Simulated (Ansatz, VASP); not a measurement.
# PN: VASP beside Ansatz

```
P N
1.0
    -1.38896    2.69461    2.29014
     1.38896   -2.69461    2.29014
     1.38896    2.69461   -2.29014
P N
2 2
Cartesian
  1.3890 0.8258 0.4842
  0.0000 1.8688 2.7743
  1.3890 1.3399 -1.0855
  0.0000 1.3547 1.2047
```

Alike in both runs: task single point; functional PBE; k mesh 8 × 8 × 8; occupations gaussian, width 0.1 eV; no spin polarisation.

|  | VASP | Ansatz |
| --- | --- | --- |
| version | VASP 6.6.1 | Ansatz 0.2.0 |
| potentials or method | VASP PAW PBE potentials, release 64 (P, N), cutoff 600 eV | scalar-relativistic, plane waves, PAW |
| valence electrons in the cell | 20 | 20 |

VASP gave:

```
gap on the k mesh at the Fermi level (eV) : none
rms of the force components (eV/Å)        : 6.235
```

**Question.** What did Ansatz give for the same quantities?

**Answer.** gap on the k mesh at the Fermi level (eV): none; rms of the force components (eV/Å): 6.342.

Atom by atom the forces differ by 0.108 eV/Å (rms over components). A gap of «none» marks a metal or a gap that the smearing closes.
